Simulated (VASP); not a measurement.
# Ge (I4/mmm) in VASP: density of states with PBE

Aim: the density of states of Ge with PBE.

All numbers are computed with VASP 6.6.1; they aren't measurements. Logs are shortened: lines on timing, memory, paths and dates and some standing lists are left out, and cuts for length are marked.

### Step 1. The cell of the first run

The structure is tetragonal, space group I4/mmm (No. 139). The conventional cell has a = 2.951 Å, b = 2.951 Å, c = 4.485 Å, α = 90.00°, β = 90.00°, γ = 90.00°. Ge (site symmetry 4/mmm) has 12 Ge at 2.95 to 3.06 Å within 3.9 Å.

### Step 2. Density of states, PBE

The input, POSCAR:

```
Ge
1.0
   -1.4754379291      1.4754379291      2.2423524406
    1.4754379291     -1.4754379291      2.2423524406
    1.4754379291      1.4754379291     -2.2423524406
Ge
1
Direct
    0.0000000000      0.0000000000      0.0000000000
```

The input, INCAR.step1:

```
  ALGO = Normal
  EDIFF = 1E-6
  ENCUT = 520
  GGA = PE
  ISIF = 2
  ISMEAR = 0
  LASPH = T
  LCHARG = T
  LREAL = F
  LWAVE = F
  NBANDS = 13
  NELM = 100
  PREC = Accurate
  SIGMA = 0.1
```

The input, KPOINTS.step1:

```
k-points
0
Gamma
  26 26 26
```

The input, INCAR.step2:

```
  ALGO = Normal
  EDIFF = 1E-6
  ENCUT = 520
  GGA = PE
  ICHARG = 11
  ISIF = 2
  ISMEAR = -5
  LASPH = T
  LCHARG = F
  LORBIT = 10
  LREAL = F
  LWAVE = F
  NEDOS = 2001
  NELM = 100
  PREC = Accurate
  SIGMA = 0.1
```

The input, KPOINTS.step2:

```
k-points
0
Gamma
  39 39 39
```

Potentials or basis: VASP PAW PBE potentials, release 64 (Ge_d).

Started as:

```sh
cat potpaw_PBE.64/Ge_d/POTCAR > POTCAR
cp INCAR.step1 INCAR
cp KPOINTS.step1 KPOINTS
mpirun -np 1 vasp_std > vasp.out
cp INCAR.step2 INCAR
cp KPOINTS.step2 KPOINTS
mpirun -np 1 vasp_std > vasp.out
```

OUTCAR:

```text
EDIFF = 1E-6
   ENCUT = 520
   GGA = PE
   ICHARG = 11
   ISIF = 2
   ISMEAR = -5
   LASPH = T
   LORBIT = 10
   LREAL = F
   NELM = 100
   PREC = Accurate

 ion  position               nearest neighbor table
   1  0.000  0.000  0.000-

  LATTYP: Found a body centered tetragonal cell.
 ALAT       =     2.9508758582
 C/A-ratio  =     1.5197877162

  Lattice vectors:

 A1 = (  -1.4754379291,   1.4754379291,   2.2423524406)
 A2 = (   1.4754379291,  -1.4754379291,   2.2423524406)
 A3 = (   1.4754379291,   1.4754379291,  -2.2423524406)

Analysis of symmetry for initial positions (statically):
=====================================================================
 Subroutine PRICEL returns:
 Original cell was already a primitive cell.

 Routine SETGRP: Setting up the symmetry group for a
 body centered tetragonal supercell.

 Subroutine GETGRP returns: Found 16 space group operations
 (whereof 16 operations were pure point group operations)
 out of a pool of 16 trial point group operations.

The static configuration has the point symmetry D_4h.

Analysis of symmetry for dynamics (positions and initial velocities):
=====================================================================
 Subroutine PRICEL returns:
 Original cell was already a primitive cell.

 Routine SETGRP: Setting up the symmetry group for a
 body centered tetragonal supercell.

 Subroutine GETGRP returns: Found 16 space group operations
 (whereof 16 operations were pure point group operations)
 out of a pool of 16 trial point group operations.

The dynamic configuration has the point symmetry D_4h.

 Subroutine INISYM returns: Found 16 space group operations
 (whereof 16 operations are pure point group operations),
 and found     1 'primitive' translations

----------------------------------------------------------------------------------------

                                     Primitive cell

  volume of cell :      19.5257

  direct lattice vectors                    reciprocal lattice vectors
    -1.475437929  1.475437929  2.242352441     0.000000000  0.338882436  0.222980113
     1.475437929 -1.475437929  2.242352441     0.338882436  0.000000000  0.222980113
     1.475437929  1.475437929 -2.242352441     0.338882436  0.338882436  0.000000000

  length of vectors
     3.063001572  3.063001572  3.063001572     0.405661726  0.405661726  0.479252137

  position of ions in fractional coordinates (direct lattice)
     0.000000000  0.000000000  0.000000000

  ion indices of the primitive-cell ions
   primitive index   ion index
                 1           1

----------------------------------------------------------------------------------------

 KPOINTS: k-points

Automatic generation of k-mesh.
 Grid dimensions read from file:
 generate k-points for:   39   39   39

 Generating k-lattice:

  Cartesian coordinates                     Fractional coordinates (reciprocal lattice)
     0.000000000  0.008689293  0.005717439     0.025641026 -0.000000000  0.000000000
     0.008689293  0.000000000  0.005717439    -0.000000000  0.025641026  0.000000000
     0.008689293  0.008689293  0.000000000     0.000000000  0.000000000  0.025641026

  Length of vectors
     0.010401583  0.010401583  0.012288516

  Shift w.r.t. Gamma in fractional coordinates (k-lattice)
     0.000000000  0.000000000  0.000000000

 TETIRR: Found  74859 inequivalent tetrahedra from   355914

 Subroutine IBZKPT returns following result:
 ===========================================

 Found   4200 irreducible k-points:

 Following reciprocal coordinates:
            Coordinates               Weight
  0.000000  0.000000  0.000000      1.000000
  0.025641 -0.000000  0.000000      8.000000
  0.051282 -0.000000  0.000000      8.000000
  0.076923 -0.000000  0.000000      8.000000
  0.102564 -0.000000  0.000000      8.000000
  0.128205 -0.000000  0.000000      8.000000
[... 16 lines left out ...]
  0.076923  0.025641  0.000000     16.000000
  0.102564  0.025641  0.000000     16.000000
 [... further k-points ...]
   k-points           NKPTS =   4200   k-points in BZ     NKDIM =   4200   number of bands    NBANDS=     11
   number of dos      NEDOS =   2001   number of ions     NIONS =      1
   total plane-waves  NPLWV =  13824
   dimension x,y,z NGX =    24 NGY =   24 NGZ =   24
   dimension x,y,z NGXF=    48 NGYF=   48 NGZF=   48
   ions per type =               1
   NGX,Y,Z   is equivalent  to a cutoff of  13.03, 13.03, 13.03 a.u.
   NGXF,Y,Z  is equivalent  to a cutoff of  26.05, 26.05, 26.05 a.u.
 SYSTEM =  unknown system
   PREC   = accura    normal or accurate (medium, high low for compatibility)
   ISTART =      0    job   : 0-new  1-cont  2-samecut
   ICHARG =     11    charge: 1-file 2-atom 10-const
   ISPIN  =      1    spin polarized calculation?
   LNONCOLLINEAR =      F non collinear calculations
   LSORBIT =      F    spin-orbit coupling
   LASPH  =      T    aspherical Exc in radial PAW
   ENCUT  =  520.0 eV  38.22 Ry    6.18 a.u.   5.70  5.70  5.70*2*pi/ulx,y,z
   NELM   =    100;   NELMIN=  2; NELMDL=  0     # of ELM steps
   EDIFF  = 0.1E-05   stopping-criterion for ELM
   LREAL  =      F    real-space projection
   EDIFFG = 0.1E-04   stopping-criterion for IOM
   NSW    =      0    number of steps for IOM
   IBRION =     -1    ionic relax: 0-MD 1-quasi-New 2-CG
   NFREE  =      0    steps in history (QN), initial steepest desc. (CG)
   ISIF   =      2    stress and relaxation
   ISYM   =      2    0-nonsym 1-usesym 2-fastsym
   POTIM  = 0.5000    time-step for ionic-motion
   TEBEG  =    0.0;   TEEND  =   0.0 temperature during run
   PSTRESS=    0.0 pullay stress
   NELECT =      14.0000    total number of electrons
   NUPDOWN=      -1.0000    fix difference up-down
   EMIN   =  10.00;   EMAX   =-10.00  energy-range for DOS
   EFERMI =   0.00;   METHOD = LEGACY
   ISMEAR =    -5;   SIGMA  =   0.10  broadening in eV -4-tet -1-fermi 0-gaus
   EFERMI_NEDOS =   21; number of points for ismear=-14 and -15
   IALGO  =     38    algorithm
   IMIX   =      4    mixing-type and parameters
     AMIX     =   0.40;   BMIX     =  1.00
     AMIX_MAG =   1.60;   BMIX_MAG =  1.00
  volume/ion in A,a.u.               =      19.53       131.77
  Fermi-wavevector in a.u.,A,eV,Ry     =   1.465263  2.768946 29.211651  2.146996
  Thomas-Fermi vector in A             =   2.581141
   LORBIT       =     10    0 simple, 1 ext, 2 COOP (PROOUT), +10 PAW based schemes
   GGA     = PE    functional components
   LHFCALC =     F    Hartree Fock is set to
   AEXX    =    0.0000 exact exchange contribution
   IVDW    =     0    specifies the selected vdW correction
   LEPSILON=     F    determine dielectric tensor
   LRPA    =     F    only Hartree local field effects (RPA)
 non-spin polarized calculation
 Fermi weights with tetrahedron method with Bloechl corrections
  energy-cutoff  :      520.00
  volume of cell :       19.53
 maximum number of plane-waves:       549

 number of electron      14.0000010 magnetization

 Free energy of the ion-electron system (eV)
  ---------------------------------------------------
  ext. energy  EPLUGINS =         0.00000000
  ---------------------------------------------------
  free energy    TOTEN  =        -4.18799315 eV

  energy without entropy =       -4.18799315  energy(sigma->0) =       -4.18799315

 E-fermi :   6.5072     XC(G=0): -11.1259

 val. band max:        6.5356325410   @ k =  -0.4615   0.1795   0.1282
 cond. band min:       6.4291939392   @ k =  -0.4872   0.4872   0.1538
 fundamental gap:     -0.1064386018
 Fermi energy:         6.5072479915

 k-point     1 :       0.0000    0.0000    0.0000
  band No.  band energies     occupation
      1     -18.3033      2.00000
      2     -18.2784      2.00000
      3     -18.2784      2.00000
      4     -18.2606      2.00000
      5     -18.2250      2.00000
      6      -6.4579      2.00000
      7      15.0665      0.00000
      8      15.1093      0.00000
      9      15.1093      0.00000
     10      19.9570      0.00000
     11      20.5435      0.00000

 k-point     2 :       0.0256   -0.0000    0.0000
  band No.  band energies     occupation
      1     -18.3030      2.00000
      2     -18.2784      2.00000
      3     -18.2781      2.00000
      4     -18.2606      2.00000
      5     -18.2251      2.00000
      6      -6.4419      2.00000
      7      14.9185      0.00000
      8      15.0464      0.00000
      9      15.0920      0.00000
     10      19.9432      0.00000
     11      20.3698      0.00000

 k-point     3 :       0.0513   -0.0000    0.0000
  band No.  band energies     occupation
      1     -18.3020      2.00000
      2     -18.2783      2.00000
      3     -18.2773      2.00000
      4     -18.2604      2.00000
      5     -18.2254      2.00000
      6      -6.3939      2.00000
      7      14.4352      0.00000
      8      14.9451      0.00000
      9      15.0419      0.00000
     10      19.7598      0.00000
     11      20.3386      0.00000

 k-point     4 :       0.0769   -0.0000    0.0000
  band No.  band energies     occupation
      1     -18.3005      2.00000
      2     -18.2782      2.00000
      3     -18.2759      2.00000
      4     -18.2599      2.00000
      5     -18.2259      2.00000
      6      -6.3139      2.00000
      7      13.7355      0.00000
      8      14.7931      0.00000
      9      14.9644      0.00000
     10      19.4876      0.00000
     11      20.5065      0.00000
[... 239 lines left out ...]
 k-point    22 :       0.0513    0.0256    0.0000
  band No.  band energies     occupation
      1     -18.3019      2.00000
      2     -18.2780      2.00000
      3     -18.2763      2.00000
      4     -18.2605      2.00000
      5     -18.2253      2.00000
      6      -6.3586      2.00000
      7      14.2301      0.00000
      8      14.7047      0.00000
      9      15.0535      0.00000
     10      19.5844      0.00000
     11      20.3516      0.00000

 k-point    23 :       0.0769    0.0256    0.0000
  band No.  band energies     occupation
      1     -18.3005      2.00000
      2     -18.2777      2.00000
      3     -18.2748      2.00000
      4     -18.2601      2.00000
      5     -18.2256      2.00000
      6      -6.2690      2.00000
      7      13.4965      0.00000
      8      14.5343      0.00000
      9      14.9724      0.00000
     10      19.3882      0.00000
     11      20.4762      0.00000

 k-point    24 :       0.1026    0.0256    0.0000
  band No.  band energies     occupation
      1     -18.2988      2.00000
      2     -18.2776      2.00000
      3     -18.2730      2.00000
      4     -18.2590      2.00000
      5     -18.2260      2.00000
      6      -6.1474      2.00000
      7      12.6486      0.00000
      8      14.3527      0.00000
      9      14.8542      0.00000
     10      19.1956      0.00000
     11      20.6153      0.00000

 [... further k-points ...]

------------------------ aborting loop because EDIFF is reached ----------------------------------------

  FORCE on cell =-STRESS in cart. coord.  units (eV):
  Direction    XX          YY          ZZ          XY          YZ          ZX
  --------------------------------------------------------------------------------------
  -------------------------------------------------------------------------------------
  Total        0.0437241      0.0437241      0.0479632      0.0000000      0.0000000      0.0000000
  in kB        3.5877795      3.5877795      3.9356209      0.0000000      0.0000000      0.0000000
  external PRESSURE =       3.7037266 kB  Pullay stress =       0.0000000 kB

 VOLUME and BASIS-vectors are now :
 -----------------------------------------------------------------------------
  energy-cutoff  :      520.00
  volume of cell :       19.53
      direct lattice vectors                 reciprocal lattice vectors
    -1.475437929  1.475437929  2.242352441     0.000000000  0.338882436  0.222980113
     1.475437929 -1.475437929  2.242352441     0.338882436  0.000000000  0.222980113
     1.475437929  1.475437929 -2.242352441     0.338882436  0.338882436  0.000000000

 POSITION                                       TOTAL-FORCE (eV/Angst)
 -----------------------------------------------------------------------------------
      0.00000      0.00000      0.00000         0.000000      0.000000      0.000000
 -----------------------------------------------------------------------------------
    total drift:                               -0.000000     -0.000000     -0.000000

  FREE ENERGIE OF THE ION-ELECTRON SYSTEM (eV)
  ---------------------------------------------------
  free  energy   TOTEN  =        -4.1879931454 eV

  energy  without entropy=       -4.1879931454  energy(sigma->0) =       -4.18799315

 total charge

# of ion       s       p       d       tot
------------------------------------------
    1        1.280   0.868  10.015  12.163
```

It took 4.1 min on 1 thread of Intel Xeon 6975P-C (Granite Rapids), shared host; peak memory 1.1 GiB.

Results:

```
Valence electrons inside the program's atomic spheres : Ge 12.16
```

Levels at points of the mesh, in eV from the Fermi level:
```tsv
k point	band 3	band 4	band 5	band 6	band 7	band 8	band 9	band 10	band 11
(0.00, 0.00, 0.00)	-24.79	-24.77	-24.73	-12.97	8.56	8.60	8.60	13.45	14.04
```

Caveat: tetrahedron occupations give inexact forces and stress in metals.
